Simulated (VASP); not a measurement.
# Si3O2 (P-4m2) in VASP: a series of runs, part 2 of 2

VASP 6.6.1. The steps go on from the part before.

### Step 4. Single point, PBE

This run uses another cell than the first one, of 13.96 Å³/atom, 1.023 times its volume.

The input, INCAR:

```
SYSTEM = Si3O2
ALGO = Normal
EDIFF = 1E-6
ENCUT = 520
GGA = PE
ISIF = 2
ISMEAR = 0
LASPH = .TRUE.
LCHARG = .FALSE.
LREAL = .FALSE.
LWAVE = .FALSE.
NBANDS = 20
NELM = 60
PREC = Accurate
SIGMA = 0.1
```

The input, KPOINTS:

```
k-points
0
G
  6 6 4
  0 0 0
```

The input, POSCAR:

```
Si3O2
1.0
    3.4974075326      0.0000000000      0.0000000000
    0.0000000000      3.4974075326      0.0000000000
    0.0000000000      0.0000000000      5.7072930794
Si O
3 2
Direct
    0.0000000000      0.0000000000      0.7807559718
    0.0000000000      0.0000000000      0.2192440282
    0.5000000000      0.5000000000      0.5000000000
    0.0000000000      0.5000000000      0.1957046281
    0.5000000000      0.0000000000      0.8042953719
```

Potentials or basis: VASP PAW PBE potentials, release 64 (Si, O).

The run is started by

```
$ cat potpaw_PBE.64/Si/POTCAR potpaw_PBE.64/O/POTCAR > POTCAR
$ mpirun -np 1 vasp_std > vasp.out
```

OUTCAR:

```text
SYSTEM = Si3O2
   EDIFF = 1E-6
   ENCUT = 520
   GGA = PE
   ISIF = 2
   ISMEAR = 0
   LASPH = .TRUE.
   LREAL = .FALSE.
   NELM = 60
   PREC = Accurate

 ion  position               nearest neighbor table
   1  0.000  0.000  0.781-   5 1.75   5 1.75   2 2.50   3 2.95   3 2.95   3 2.95   3 2.95
   2  0.000  0.000  0.219-   4 1.75   4 1.75   1 2.50   3 2.95   3 2.95   3 2.95   3 2.95
   3  0.500  0.500  0.500-   4 2.46   5 2.46   5 2.46   4 2.46   1 2.95   2 2.95   1 2.95   1 2.95
                             2 2.95   2 2.95   1 2.95   2 2.95
   4  0.000  0.500  0.196-   2 1.75   2 1.75   3 2.46   3 2.46
   5  0.500  0.000  0.804-   1 1.75   1 1.75   3 2.46   3 2.46

  LATTYP: Found a simple tetragonal cell.
 ALAT       =     3.4974075326
 C/A-ratio  =     1.6318638952

  Lattice vectors:

 A1 = (   3.4974075326,   0.0000000000,   0.0000000000)
 A2 = (   0.0000000000,   3.4974075326,   0.0000000000)
 A3 = (   0.0000000000,   0.0000000000,   5.7072930794)

Analysis of symmetry for initial positions (statically):
=====================================================================
 Subroutine PRICEL returns:
 Original cell was already a primitive cell.

 Routine SETGRP: Setting up the symmetry group for a
 simple tetragonal supercell.

 Subroutine GETGRP returns: Found  8 space group operations
 (whereof  8 operations were pure point group operations)
 out of a pool of 16 trial point group operations.

The static configuration has the point symmetry D_2d.

Analysis of symmetry for dynamics (positions and initial velocities):
=====================================================================
 Subroutine PRICEL returns:
 Original cell was already a primitive cell.

 Routine SETGRP: Setting up the symmetry group for a
 simple tetragonal supercell.

 Subroutine GETGRP returns: Found  8 space group operations
[... 128 lines left out ...]
     AMIX     =   0.40;   BMIX     =  1.00
     AMIX_MAG =   1.60;   BMIX_MAG =  1.00
  volume/ion in A,a.u.               =      13.96        94.22
  Fermi-wavevector in a.u.,A,eV,Ry     =   1.146844  2.167221 17.895079  1.315251
  Thomas-Fermi vector in A             =   2.283527
   LORBIT       =      0    0 simple, 1 ext, 2 COOP (PROOUT), +10 PAW based schemes
   GGA     = PE    functional components
   LHFCALC =     F    Hartree Fock is set to
   AEXX    =    0.0000 exact exchange contribution
   IVDW    =     0    specifies the selected vdW correction
   LEPSILON=     F    determine dielectric tensor
   LRPA    =     F    only Hartree local field effects (RPA)
 non-spin polarized calculation
 Gauss-broadening in eV      SIGMA  =   0.10
  energy-cutoff  :      520.00
  volume of cell :       69.81
 maximum number of plane-waves:      1905
 NGX is ok and might be reduce to    28
   NGX = 13   NGY = 13   NGZ = 21

 number of electron      24.0000008 magnetization

 Free energy of the ion-electron system (eV)
  ---------------------------------------------------
  ext. energy  EPLUGINS =         0.00000000
  ---------------------------------------------------
  free energy    TOTEN  =       -27.75621357 eV

  energy without entropy =      -27.75187969  energy(sigma->0) =      -27.75404663

 E-fermi :   6.6948     XC(G=0): -10.2690

 val. band max:        6.6275970689   @ k =   0.3333   0.0000   0.0000
 cond. band min:       6.7551041450   @ k =   0.1667   0.0000   0.0000
 fundamental gap:      0.1275070761
 Fermi energy:         6.6947803711

 k-point     1 :       0.0000    0.0000    0.0000
  band No.  band energies     occupation
      1     -14.3089      2.00000
      2     -13.8300      2.00000
      3      -3.0548      2.00000
      4      -1.6609      2.00000
      5      -1.6609      2.00000
      6       0.0164      2.00000
[... 541 lines left out ...]
     19      13.7621      0.00000
     20      14.7409      0.00000

 [... further k-points ...]

------------------------ aborting loop because EDIFF is reached ----------------------------------------

  FORCE on cell =-STRESS in cart. coord.  units (eV):
  Direction    XX          YY          ZZ          XY          YZ          ZX
  --------------------------------------------------------------------------------------
  -------------------------------------------------------------------------------------
  Total        0.2207508      0.2207508      0.0918414      0.0000000      0.0000000      0.0000000
  in kB        5.0662915      5.0662915      2.1077866      0.0000000      0.0000000      0.0000000
  external PRESSURE =       4.0801232 kB  Pullay stress =       0.0000000 kB

 VOLUME and BASIS-vectors are now :
 -----------------------------------------------------------------------------
  energy-cutoff  :      520.00
  volume of cell :       69.81
      direct lattice vectors                 reciprocal lattice vectors
     3.497407533  0.000000000  0.000000000     0.285926073  0.000000000  0.000000000
     0.000000000  3.497407533  0.000000000     0.000000000  0.285926073  0.000000000
     0.000000000  0.000000000  5.707293079     0.000000000  0.000000000  0.175214412

 POSITION                                       TOTAL-FORCE (eV/Angst)
 -----------------------------------------------------------------------------------
      0.00000      0.00000      4.45600         0.000000      0.000000      0.005525
      0.00000      0.00000      1.25129         0.000000      0.000000     -0.005525
      1.74870      1.74870      2.85365         0.000000     -0.000000      0.000000
      0.00000      1.74870      1.11694         0.000000      0.000000      0.032640
      1.74870      0.00000      4.59035        -0.000000      0.000000     -0.032640
 -----------------------------------------------------------------------------------
    total drift:                                0.000000     -0.000000     -0.000000

  FREE ENERGIE OF THE ION-ELECTRON SYSTEM (eV)
  ---------------------------------------------------
  free  energy   TOTEN  =       -27.7562135659 eV

  energy  without entropy=      -27.7518796912  energy(sigma->0) =      -27.75404663
```

OSZICAR:

```text
N       E                     dE             d eps       ncg     rms          rms(c)
DAV:   1     0.836131856071E+02    0.83613E+02   -0.11160E+04  1200   0.105E+03
DAV:   2    -0.242048729376E+02   -0.10782E+03   -0.10399E+03  1476   0.209E+02
DAV:   3    -0.307768639904E+02   -0.65720E+01   -0.65156E+01  1488   0.513E+01
DAV:   4    -0.308331122819E+02   -0.56248E-01   -0.56222E-01  1432   0.541E+00
DAV:   5    -0.308336844231E+02   -0.57214E-03   -0.57212E-03  1444   0.542E-01    0.123E+01
DAV:   6    -0.278967754781E+02    0.29369E+01   -0.15936E+01  1320   0.301E+01    0.679E+00
DAV:   7    -0.277667998489E+02    0.12998E+00   -0.16641E+00  1316   0.865E+00    0.255E+00
DAV:   8    -0.277607709494E+02    0.60289E-02   -0.21180E-01  1412   0.309E+00    0.898E-01
DAV:   9    -0.277559878217E+02    0.47831E-02   -0.35372E-02  1456   0.131E+00    0.257E-01
DAV:  10    -0.277560819173E+02   -0.94096E-04   -0.63832E-03  1412   0.538E-01    0.864E-02
DAV:  11    -0.277561776872E+02   -0.95770E-04   -0.41908E-04  1420   0.139E-01    0.416E-02
DAV:  12    -0.277562104234E+02   -0.32736E-04   -0.61618E-05  1392   0.493E-02    0.870E-03
DAV:  13    -0.277562133771E+02   -0.29537E-05   -0.46476E-06  1464   0.135E-02    0.190E-03
DAV:  14    -0.277562135659E+02   -0.18883E-06   -0.40929E-07  1004   0.414E-03
   1 F= -.27756214E+02 E0= -.27754047E+02  d E =-.433387E-02
```

stdout:

```text
POSCAR found type information on POSCAR SiO
 POSCAR found :  2 types and       5 ions
 scaLAPACK will be used
 LDA part: xc-table for (Slater+PW92), standard interpolation
 POSCAR, INCAR and KPOINTS ok, starting setup
 FFT: planning ... GRIDC
 FFT: planning ... GRID_SOFT
 FFT: planning ... GRID
 WAVECAR not read
 entering main loop
```

Wall time 14 s (1 thread of Intel Xeon 6975P-C (Granite Rapids), shared host); peak memory 0.18 GiB.

What came out:

```
Free energy            : -27.7562 eV
Pressure               : 0.4 GPa
Largest force          : 0.033 eV/Å
Band gap on the k mesh : zero (band 12 reaches 7.90 eV, above the bottom of band 13 at 5.91 eV)
```

Forces in eV/Å, atoms in the order of the input:
```
Si   0.000  0.000  0.006
Si   0.000  0.000 -0.006
Si   0.000  0.000  0.000
O    0.000  0.000  0.033
O    0.000  0.000 -0.033
```

Stress tensor (GPa, compression positive):
```
0.51 0.00 0.00
0.00 0.51 0.00
0.00 0.00 0.21
```

### Step 5. Relaxation of cell and atoms, PBE

The input, INCAR:

```
PREC = Accurate
ENCUT = 600
EDIFF = 1E-7
ISMEAR = 0
SIGMA = 0.1
LREAL = F
LASPH = T
NELM = 100
ALGO = Normal
ISIF = 3
LWAVE = F
LCHARG = F
GGA = PE
IBRION = 2
NSW = 90
EDIFFG = -0.04
```

The input, KPOINTS:

```
regular mesh
0
Gamma
  4 4 6
```

The input, POSCAR:

```
Si3O2
1.0
    4.3536431400      0.0000000000      0.0000000000
    0.0000000000      4.3536431400      0.0000000000
    0.0000000000      0.0000000000      3.6017188900
Si O
3 2
Direct
    0.0000000000      0.0000000000      0.7784332000
    0.0000000000      0.0000000000      0.2215668000
    0.5000000000      0.5000000000      0.5000000000
    0.0000000000      0.5000000000      0.0465951200
    0.5000000000      0.0000000000      0.9534048800
```

The run is started by

```
$ cat potpaw_PBE.64/Si/POTCAR potpaw_PBE.64/O/POTCAR > POTCAR
$ mpirun -np 1 vasp_std > vasp.out
```

Wall time 3.5 min (1 thread of Intel Xeon 6975P-C (Granite Rapids), shared host); peak memory 0.2 GiB.

It converged, with:

* Free energy: -27.6252 eV
* Relaxed volume: 10.64 Å³/atom
* Relaxed cell: a = 3.015 Å, b = 3.015 Å, c = 5.854 Å, α = 90.00°, β = 90.00°, γ = 90.00°
* Space group after relaxing (to 0.05 Å): P-4m2 (No. 115)
* Energy gained by relaxing: 2074.9 meV/atom
* Ionic steps: 25
* Pressure after relaxing: 0.4 GPa
* Largest force after relaxing: 0.037 eV/Å
* Band gap on the k mesh: zero (band 12 reaches 11.15 eV, above the bottom of band 13 at 9.27 eV)

Forces in eV/Å, atoms in the order of the input:
```
Si   0.000  0.000 -0.037
Si   0.000  0.000  0.037
Si   0.000  0.000  0.000
O    0.000  0.000 -0.007
O    0.000  0.000  0.007
```

Step by step:
```
step  energy change (eV)  largest force (eV/Å)  pressure (GPa)  volume (Å³)
   1              0.0000               26.4059           35.17        68.27
   2             91.5311              275.8474          115.02        93.59
   3             33.7020                1.5558          -55.80       125.11
   4             30.3989                1.9613          -54.61       124.79
   5             32.9543               96.6300           21.55       115.84
   6             26.5560                1.8909          -50.44       124.09
   7             15.2619                2.0113          -50.69       121.02
   8              9.8235                0.4814          -44.53       118.71
   9              8.0636                2.9345          -36.31       117.34
  10              8.2017                8.6629          -30.17       116.61
  11             -9.6081                2.1497           -6.65        56.58
  12             -9.5806                1.7757          -14.58        60.55
  13             -9.6573                1.9358          -11.54        59.00
  14             -9.1465                4.8356           25.91        51.37
  15             -9.9394                0.9594           -0.85        55.93
  16             -9.9401                0.9059           -0.30        55.80
  17            -10.1445                0.8230            1.22        54.53
  18            -10.2115                1.7256           10.66        51.46
  19            -10.2739                1.2758            4.55        52.92
  20            -10.3281                0.7290           -5.23        54.30
  21            -10.3483                0.4171           -2.11        53.82
  22            -10.3699                0.2343           -0.53        53.33
  23            -10.3729                0.1358            0.42        53.08
  24            -10.3742                0.0692            0.36        53.25
  25            -10.3743                0.0369            0.37        53.22
```

Final structure:
```
Si O
1.0
     3.01513    0.00000    0.00000
     0.00000    3.01513    0.00000
     0.00000    0.00000    5.85428
Si O
3 2
Cartesian
  0.0000 0.0000 4.3997
  0.0000 3.0151 1.4546
  1.5076 1.5076 2.9271
  0.0000 1.5076 0.5486
  1.5076 3.0151 5.3057
```

Levels at points of the mesh, in eV from the Fermi level:
```csv
k point,band 9,band 10,band 11,band 12,band 13,band 14,band 15,band 16
"(0.00, 0.00, 0.00)",-3.87,-2.15,-0.55,1.01,1.01,2.05,2.95,5.34
"(0.50, 0.00, 0.00)",-3.81,-3.12,-1.65,-1.33,3.32,3.99,4.14,4.81
"(0.50, 0.50, 0.00)",-5.48,-5.18,-4.40,-4.32,0.63,1.37,1.48,1.48
"(0.00, 0.00, 0.50)",-3.96,-3.96,1.10,1.10,1.78,2.22,3.19,4.46
"(0.50, 0.00, 0.50)",-5.58,-3.81,-1.57,-0.86,2.13,3.57,3.98,5.53
"(0.50, 0.50, 0.50)",-4.21,-3.75,-3.75,-2.26,-0.75,-0.75,0.03,0.72
```

Caveat: the k points lie up to 0.52 Å⁻¹ apart in the final cell; the volume moved by over 15 % at a fixed basis, so the end points are rough.

### Step 6. Single point, PBE

This run uses another cell than the first one, of 14.73 Å³/atom, 1.079 times its volume.

The input, INCAR:

```
SYSTEM = Si3O2
PREC     = Accurate       ! precision mode
ENCUT    = 520            ! plane-wave cutoff, eV
EDIFF    = 1E-7           ! SCF threshold, eV
ISMEAR   = 0              ! smearing method
SIGMA    = 0.1            ! smearing width, eV
LREAL    = .FALSE.        ! projectors in reciprocal space
LASPH    = .TRUE.         ! aspherical terms in the spheres
NELM     = 80             ! most SCF steps
ALGO     = Normal         ! electronic algorithm
ISIF     = 2              ! what is computed and relaxed
LWAVE    = .FALSE.        ! write WAVECAR
LCHARG   = .TRUE.         ! write CHGCAR
GGA      = PE             ! functional
LELF     = .TRUE.         ! ELF
LVHAR    = .TRUE.       
NBANDS   = 20             ! bands
```

The input, KPOINTS:

```
regular mesh
0
G
  10 10 8
  0 0 0
```

The input, POSCAR:

```
Si3O2
1.0
    3.4430990826      0.0000000000      0.0000000000
    0.0000000000      3.4430990826      0.0000000000
    0.0000000000      0.0000000000      6.2107332935
Si O
3 2
Direct
    0.0000000000      0.0000000000      0.7997801980
    0.0000000000      0.0000000000      0.2002198020
    0.5000000000      0.5000000000      0.5000000000
    0.0000000000      0.5000000000      0.2089229501
    0.5000000000      0.0000000000      0.7910770499
```

Potentials or basis: VASP PAW PBE potentials, release 64 (Si, O).

The run is started by

```
$ cat potpaw_PBE.64/Si/POTCAR potpaw_PBE.64/O/POTCAR > POTCAR
$ mpirun -np 1 vasp_std > vasp.out
```

It took 54 s on 1 thread of Intel Xeon 6975P-C (Granite Rapids), shared host; peak memory 0.25 GiB.

Results (log left out):

| Item | Value |
| --- | --- |
| Free energy | -27.7499 eV |
| Pressure | 0.1 GPa |
| Largest force | 0.014 eV/Å |
| Band gap on the k mesh | zero (band 12 reaches 7.84 eV, above the bottom of band 13 at 5.44 eV) |

Forces on the atoms (eV/Å):
```
Si   0.000  0.000  0.014
Si   0.000  0.000 -0.014
Si   0.000  0.000  0.000
O    0.000  0.000  0.009
O    0.000  0.000 -0.009
```

Stress tensor (GPa, compression positive):
```
 0.20  0.00  0.00
 0.00  0.20  0.00
 0.00  0.00 -0.07
```

Levels at points of the mesh, in eV from the Fermi level:
```csv
k point,band 9,band 10,band 11,band 12,band 13,band 14,band 15,band 16
"(0.00, 0.00, 0.00)",-5.35,-3.31,-1.89,1.56,2.37,2.37,2.67,4.25
"(0.50, 0.00, 0.00)",-3.78,-3.02,-2.16,0.21,0.97,1.79,2.71,3.22
"(0.50, 0.50, 0.00)",-3.13,-3.13,-3.05,-2.52,-0.31,2.15,2.16,2.16
"(0.00, 0.00, 0.50)",-5.09,-3.43,-1.81,0.58,2.40,2.40,2.81,3.44
"(0.50, 0.00, 0.50)",-4.63,-3.82,-1.64,0.65,0.81,2.58,2.61,2.94
"(0.50, 0.50, 0.50)",-2.75,-2.35,-2.35,-1.94,-0.77,0.90,0.90,2.27
```

### Step 7. Overview

| task | cell | k mesh | cutoff (eV) | gap on the mesh (eV) | pressure (GPa) | largest force (eV/Å) |
| --- | --- | --- | --- | --- | --- | --- |
| single point | a = 4.354, b = 4.354, c = 3.602 Å, 5 atoms | 4 × 4 × 6 | 520 | none | 35.2 | 26.41 |
| single point | a = 3.497, b = 3.497, c = 5.707 Å, 5 atoms | 4 × 4 × 6 | 520 | none | 0.2 | 0.01 |
| single point | a = 3.497, b = 3.497, c = 5.707 Å, 5 atoms | 6 × 6 × 4 | 520 | none | 0.4 | 0.03 |
| relaxation of cell and atoms | relaxed from a = 4.354, b = 4.354, c = 3.602 Å, 5 atoms | 4 × 4 × 6 | 600 | none | 0.4 | 0.04 |
| single point | a = 3.443, b = 3.443, c = 6.211 Å, 5 atoms | 10 × 10 × 8 | 520 | none | 0.1 | 0.01 |

Alike in all rows: level PBE; potentials or basis VASP PAW PBE potentials, release 64 (Si, O); no spin polarisation; smearing gaussian 0.1 eV.

Caveats: some runs use coarse meshes; forces of over 1 eV/Å act on the atoms, so gaps and moduli don't describe the material at rest (some runs); the volume moved by over 15 % at a fixed basis, so the end points are rough (some runs).

Total energies depend on the potentials used, so only differences within one code and one set of settings carry meaning.
